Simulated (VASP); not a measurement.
# ZnCu2SnS4 (I-4) in VASP: further runs

Runs on ZnCu2SnS4. Level: PBEsol. Tasks: single point.

All numbers are computed with VASP 6.6.1; they aren't measurements. Logs are shortened: lines on timing, memory, paths and dates and some standing lists are left out, and cuts for length are marked.

## Step 1: The cell of the first run

The structure is tetragonal, space group I-4 (No. 82). Conventional cell: a = 5.470 Å, b = 5.470 Å, c = 10.921 Å, α = 90.00°, β = 90.00°, γ = 90.00°. Sn (site symmetry -4) has 4 S at 2.43 Å within 3.2 Å. Within 3.1 Å of Zn (site symmetry -4) lie 4 S at 2.35 Å. Within 3.1 Å of Cu (site symmetry -4) lie 4 S at 2.35 Å. Cu (site symmetry -4) has 4 S at 2.35 Å within 3.1 Å. Within 3.1 Å of S (site symmetry 1) lie 1 Zn at 2.35 Å and 2 Cu at 2.35 Å and 1 Sn at 2.43 Å.

## Step 2: Single point, PBEsol (20.43 Å³/atom)

INCAR reads:

```
SYSTEM = ZnCu2SnS4
ALGO = Normal ; EDIFF = 1E-7
ENCUT = 520 ; GGA = PS
ISIF = 2 ; ISMEAR = -1
LASPH = .TRUE. ; LCHARG = .FALSE.
LREAL = .FALSE. ; LWAVE = .FALSE.
NBANDS = 46 ; NELM = 60
PREC = Accurate ; SIGMA = 0.05
```

KPOINTS reads:

```
k-points
0
G
  7 7 7
  0 0 0
```

POSCAR reads:

```
ZnCu2SnS4
1.0
   -2.7350945641      2.7350945641      5.4607268748
    2.7350945641     -2.7350945641      5.4607268748
    2.7350945641      2.7350945641     -5.4607268748
Sn Zn Cu S
1 1 2 4
Direct
    0.5000000000      0.5000000000      0.0000000000
    0.2500000000      0.7500000000      0.5000000000
    0.7500000000      0.2500000000      0.5000000000
    0.0000000000      0.0000000000      0.0000000000
    0.6279900000      0.6283900000      0.5128000000
    0.8848100000      0.3720100000      0.0004000000
    0.1155900000      0.1151900000      0.4872000000
    0.3716100000      0.8844100000      0.9996000000
```

Potentials or basis: VASP PAW PBE potentials, release 64 (Sn_d, Zn, Cu, S).

Started as:

```console
> cat potpaw_PBE.64/Sn_d/POTCAR potpaw_PBE.64/Zn/POTCAR potpaw_PBE.64/Cu/POTCAR potpaw_PBE.64/S/POTCAR > POTCAR
> mpirun -np 1 vasp_std > vasp.out
```

OUTCAR:

```text
SYSTEM = ZnCu2SnS4
   EDIFF = 1E-7
   ENCUT = 520
   GGA = PS
   ISIF = 2
   ISMEAR = -1
   LASPH = .TRUE.
   LREAL = .FALSE.
   NELM = 60
   PREC = Accurate

 ion  position               nearest neighbor table
   1  0.500  0.500  0.000-   5 2.43   6 2.43   7 2.43   8 2.43
   2  0.250  0.750  0.500-   5 2.35   7 2.35   6 2.35   8 2.35
   3  0.750  0.250  0.500-   6 2.35   7 2.35   8 2.35   5 2.35
   4  0.000  0.000  0.000-   8 2.35   5 2.35   6 2.35   7 2.35
   5  0.628  0.628  0.513-   2 2.35   4 2.35   3 2.35   1 2.43
   6  0.885  0.372  0.000-   2 2.35   4 2.35   3 2.35   1 2.43
   7  0.116  0.115  0.487-   2 2.35   4 2.35   3 2.35   1 2.43
   8  0.372  0.884  1.000-   2 2.35   4 2.35   3 2.35   1 2.43

  LATTYP: Found a body centered tetragonal cell.
 ALAT       =     5.4701891282
 C/A-ratio  =     1.9965404292

  Lattice vectors:

 A1 = (  -2.7350945641,   2.7350945641,   5.4607268748)
 A2 = (   2.7350945641,  -2.7350945641,   5.4607268748)
 A3 = (   2.7350945641,   2.7350945641,  -5.4607268748)

Analysis of symmetry for initial positions (statically):
=====================================================================
 Subroutine PRICEL returns:
 Original cell was already a primitive cell.

 Routine SETGRP: Setting up the symmetry group for a
 body centered tetragonal supercell.

 Subroutine GETGRP returns: Found  4 space group operations
 (whereof  4 operations were pure point group operations)
 out of a pool of 16 trial point group operations.

The static configuration has the point symmetry S_4 .

Analysis of symmetry for dynamics (positions and initial velocities):
=====================================================================
 Subroutine PRICEL returns:
 Original cell was already a primitive cell.

 Routine SETGRP: Setting up the symmetry group for a
 body centered tetragonal supercell.

 Subroutine GETGRP returns: Found  4 space group operations
 (whereof  4 operations were pure point group operations)
 out of a pool of 16 trial point group operations.

The dynamic configuration has the point symmetry S_4 .

 Subroutine INISYM returns: Found  4 space group operations
 (whereof  4 operations are pure point group operations),
 and found     1 'primitive' translations

----------------------------------------------------------------------------------------

                                     Primitive cell

  volume of cell :     163.4012

  direct lattice vectors                    reciprocal lattice vectors
    -2.735094564  2.735094564  5.460726875     0.000000000  0.182809036  0.091562902
     2.735094564 -2.735094564  5.460726875     0.182809036  0.000000000  0.091562902
     2.735094564  2.735094564 -5.460726875     0.182809036  0.182809036  0.000000000

  length of vectors
     6.691862413  6.691862413  6.691862413     0.204457596  0.204457596  0.258531018

  position of ions in fractional coordinates (direct lattice)
     0.500000000  0.500000000  0.000000000
     0.250000000  0.750000000  0.500000000
     0.750000000  0.250000000  0.500000000
     0.000000000  0.000000000  0.000000000
     0.627990000  0.628390000  0.512800000
     0.884810000  0.372010000  0.000400000
     0.115590000  0.115190000  0.487200000
     0.371610000  0.884410000  0.999600000

  ion indices of the primitive-cell ions
   primitive index   ion index
                 1           1
                 2           2
                 3           3
                 4           4
                 5           5
                 6           6
                 7           7
                 8           8

----------------------------------------------------------------------------------------

 KPOINTS: k-points

Automatic generation of k-mesh.
 Grid dimensions read from file:
 generate k-points for:    7    7    7

 Generating k-lattice:

  Cartesian coordinates                     Fractional coordinates (reciprocal lattice)
     0.000000000  0.026115577  0.013080415     0.142857143  0.000000000 -0.000000000
     0.026115577  0.000000000  0.013080415     0.000000000  0.142857143 -0.000000000
     0.026115577  0.026115577  0.000000000     0.000000000  0.000000000  0.142857143

  Length of vectors
     0.029208228  0.029208228  0.036933003

  Shift w.r.t. Gamma in fractional coordinates (k-lattice)
     0.000000000  0.000000000  0.000000000

 Subroutine IBZKPT returns following result:
 ===========================================

 Found     52 irreducible k-points:

 Following reciprocal coordinates:
            Coordinates               Weight
  0.000000  0.000000  0.000000      1.000000
  0.142857  0.000000  0.000000      8.000000
  0.285714  0.000000  0.000000      8.000000
  0.428571  0.000000 -0.000000      8.000000
  0.142857  0.142857  0.000000      8.000000
  0.285714  0.142857  0.000000      8.000000
[... 16 lines left out ...]
  0.142857  0.142857  0.142857      8.000000
  0.285714  0.142857  0.142857      8.000000
 [... further k-points ...]
   k-points           NKPTS =     52   k-points in BZ     NKDIM =     52   number of bands    NBANDS=     46
   number of dos      NEDOS =    301   number of ions     NIONS =      8
   total plane-waves  NPLWV = 125000
   dimension x,y,z NGX =    50 NGY =   50 NGZ =   50
   dimension x,y,z NGXF=   100 NGYF=  100 NGZF=  100
   ions per type =               1   1   2   4
   NGX,Y,Z   is equivalent  to a cutoff of  12.42, 12.42, 12.42 a.u.
   NGXF,Y,Z  is equivalent  to a cutoff of  24.84, 24.84, 24.84 a.u.
 SYSTEM =  ZnCu2SnS4
   PREC   = accura    normal or accurate (medium, high low for compatibility)
   ISTART =      0    job   : 0-new  1-cont  2-samecut
   ICHARG =      2    charge: 1-file 2-atom 10-const
   ISPIN  =      1    spin polarized calculation?
   LNONCOLLINEAR =      F non collinear calculations
   LSORBIT =      F    spin-orbit coupling
   LASPH  =      T    aspherical Exc in radial PAW
   ENCUT  =  520.0 eV  38.22 Ry    6.18 a.u.  12.44 12.44 12.44*2*pi/ulx,y,z
   NELM   =     60;   NELMIN=  2; NELMDL= -5     # of ELM steps
   EDIFF  = 0.1E-06   stopping-criterion for ELM
   LREAL  =      F    real-space projection
   EDIFFG = 0.1E-05   stopping-criterion for IOM
   NSW    =      0    number of steps for IOM
   IBRION =     -1    ionic relax: 0-MD 1-quasi-New 2-CG
   NFREE  =      0    steps in history (QN), initial steepest desc. (CG)
   ISIF   =      2    stress and relaxation
   ISYM   =      2    0-nonsym 1-usesym 2-fastsym
   POTIM  = 0.5000    time-step for ionic-motion
   TEBEG  =    0.0;   TEEND  =   0.0 temperature during run
   PSTRESS=    0.0 pullay stress
   NELECT =      72.0000    total number of electrons
   NUPDOWN=      -1.0000    fix difference up-down
   EMIN   =  10.00;   EMAX   =-10.00  energy-range for DOS
   EFERMI =   0.00;   METHOD = LEGACY
   ISMEAR =    -1;   SIGMA  =   0.05  broadening in eV -4-tet -1-fermi 0-gaus
   EFERMI_NEDOS =   21; number of points for ismear=-14 and -15
   IALGO  =     38    algorithm
   IMIX   =      4    mixing-type and parameters
     AMIX     =   0.40;   BMIX     =  1.00
     AMIX_MAG =   1.60;   BMIX_MAG =  1.00
  volume/ion in A,a.u.               =      20.43       137.84
  Fermi-wavevector in a.u.,A,eV,Ry     =   1.245759  2.354143 21.115084  1.551915
  Thomas-Fermi vector in A             =   2.379967
   LORBIT       =      0    0 simple, 1 ext, 2 COOP (PROOUT), +10 PAW based schemes
   GGA     = PS    functional components
   LHFCALC =     F    Hartree Fock is set to
   AEXX    =    0.0000 exact exchange contribution
   IVDW    =     0    specifies the selected vdW correction
   LEPSILON=     F    determine dielectric tensor
   LRPA    =     F    only Hartree local field effects (RPA)
 non-spin polarized calculation
  energy-cutoff  :      520.00
  volume of cell :      163.40
 maximum number of plane-waves:      4428
 NGX is ok and might be reduce to    50
   NGX = 25   NGY = 25   NGZ = 25

 number of electron      72.0000031 magnetization

 Free energy of the ion-electron system (eV)
  ---------------------------------------------------
  ext. energy  EPLUGINS =         0.00000000
  ---------------------------------------------------
  free energy    TOTEN  =       -35.67356071 eV

  energy without entropy =      -35.67290557  energy(sigma->0) =      -35.67323314

 E-fermi :   4.6598     XC(G=0):  -9.9058

 val. band max:        4.5234916264   @ k =   0.0000   0.0000   0.0000
 cond. band min:       4.7058241293   @ k =   0.0000   0.0000   0.0000
 fundamental gap:      0.1823325030
 Fermi energy:         4.6597789623

 k-point     1 :       0.0000    0.0000    0.0000
  band No.  band energies     occupation
      1     -17.6135      2.00000
      2     -17.6094      2.00000
      3     -17.6094      2.00000
      4     -17.5260      2.00000
      5     -17.5185      2.00000
      6      -9.8838      2.00000
[... 38 lines left out ...]
     45       9.6734      0.00000
     46      10.0120      0.00000

 k-point     2 :       0.1429    0.0000    0.0000
  band No.  band energies     occupation
      1     -17.6136      2.00000
      2     -17.6095      2.00000
      3     -17.6094      2.00000
      4     -17.5259      2.00000
      5     -17.5184      2.00000
      6      -9.8179      2.00000
[... 38 lines left out ...]
     45       9.8035      0.00000
     46       9.9961      0.00000

 k-point     3 :       0.2857    0.0000    0.0000
  band No.  band energies     occupation
      1     -17.6138      2.00000
      2     -17.6097      2.00000
      3     -17.6094      2.00000
      4     -17.5257      2.00000
      5     -17.5183      2.00000
      6      -9.6347      2.00000
[... 38 lines left out ...]
     45      10.1133      0.00000
     46      10.2277      0.00000

 k-point     4 :       0.4286    0.0000   -0.0000
  band No.  band energies     occupation
      1     -17.6139      2.00000
      2     -17.6098      2.00000
      3     -17.6094      2.00000
      4     -17.5255      2.00000
      5     -17.5182      2.00000
      6      -9.4012      2.00000
[... 920 lines left out ...]
     45      10.2971      0.00000
     46      10.3867      0.00000

 k-point    23 :       0.1429    0.1429    0.1429
  band No.  band energies     occupation
      1     -17.6141      2.00000
      2     -17.6097      2.00000
      3     -17.6096      2.00000
      4     -17.5253      2.00000
      5     -17.5182      2.00000
      6      -9.4686      2.00000
[... 38 lines left out ...]
     45      10.1854      0.00000
     46      10.3625      0.00000

 k-point    24 :       0.2857    0.1429    0.1429
  band No.  band energies     occupation
      1     -17.6143      2.00000
      2     -17.6098      2.00000
      3     -17.6097      2.00000
      4     -17.5251      2.00000
      5     -17.5181      2.00000
      6      -9.2861      2.00000
[... 38 lines left out ...]
     45      10.4300      0.00000
     46      10.5629      0.00000

 [... further k-points ...]

------------------------ aborting loop because EDIFF is reached ----------------------------------------

  FORCE on cell =-STRESS in cart. coord.  units (eV):
  Direction    XX          YY          ZZ          XY          YZ          ZX
  --------------------------------------------------------------------------------------
  -------------------------------------------------------------------------------------
  Total       -2.9421396     -2.9421396     -3.0460394      0.0000000      0.0000000      0.0000000
  in kB      -28.8481997    -28.8481997    -29.8669558      0.0000004      0.0000000      0.0000000
  external PRESSURE =     -29.1877851 kB  Pullay stress =       0.0000000 kB

 VOLUME and BASIS-vectors are now :
 -----------------------------------------------------------------------------
  energy-cutoff  :      520.00
  volume of cell :      163.40
      direct lattice vectors                 reciprocal lattice vectors
    -2.735094564  2.735094564  5.460726875     0.000000000  0.182809036  0.091562902
     2.735094564 -2.735094564  5.460726875     0.182809036  0.000000000  0.091562902
     2.735094564  2.735094564 -5.460726875     0.182809036  0.182809036  0.000000000

 POSITION                                       TOTAL-FORCE (eV/Angst)
 -----------------------------------------------------------------------------------
      0.00000      0.00000      5.46073         0.000000     -0.000000     -0.000000
      2.73509      0.00000      2.73036         0.000000     -0.000000     -0.000000
      0.00000      2.73509      2.73036         0.000000     -0.000000     -0.000000
      0.00000      0.00000      0.00000         0.000000     -0.000000     -0.000000
      1.40365      1.40146      4.06049         0.121396      0.512979     -0.167649
     -1.40146      1.40365      6.86097        -0.512979      0.121396      0.167649
      1.33144      1.33363     -1.40024        -0.121396     -0.512979     -0.167649
      4.13656      1.33144      1.40024         0.512979     -0.121396      0.167649
 -----------------------------------------------------------------------------------
    total drift:                               -0.000005     -0.000005     -0.000000

  FREE ENERGIE OF THE ION-ELECTRON SYSTEM (eV)
  ---------------------------------------------------
  free  energy   TOTEN  =       -35.6735607054 eV

  energy  without entropy=      -35.6729055735  energy(sigma->0) =      -35.67323314
```

Wall time 14 min (1 thread of AMD EPYC 7R43 (Zen 3), shared host); peak memory 0.55 GiB.

Results:

```yaml
Free_energy: -35.6736 eV
Pressure: -2.9 GPa
Largest_force: 0.553 eV/Å
Band_gap_on_the_k_mesh: 0.18 eV
```

Forces on the atoms (eV/Å):
```
Sn   0.000  0.000  0.000
Zn   0.000  0.000  0.000
Cu   0.000  0.000  0.000
Cu   0.000  0.000  0.000
S    0.121  0.513 -0.168
S   -0.513  0.121  0.168
S   -0.121 -0.513 -0.168
S    0.513 -0.121  0.168
```

Levels at points of the mesh, in eV from the valence-band top:
```tsv
k point	band 32	band 33	band 34	band 35	band 36	band 37	band 38	band 39	band 40	band 41
(0.00, 0.00, 0.00)	-1.49	-1.34	-0.08	-0.08	0.00	0.18	1.97	2.81	3.74	3.74
```

Caveat: the PAW data sets were made with another functional, which shifts forces and pressure a little; spin-orbit coupling is left out, which moves the levels of the heavy elements.

(Part 1 of 2 ends here.)
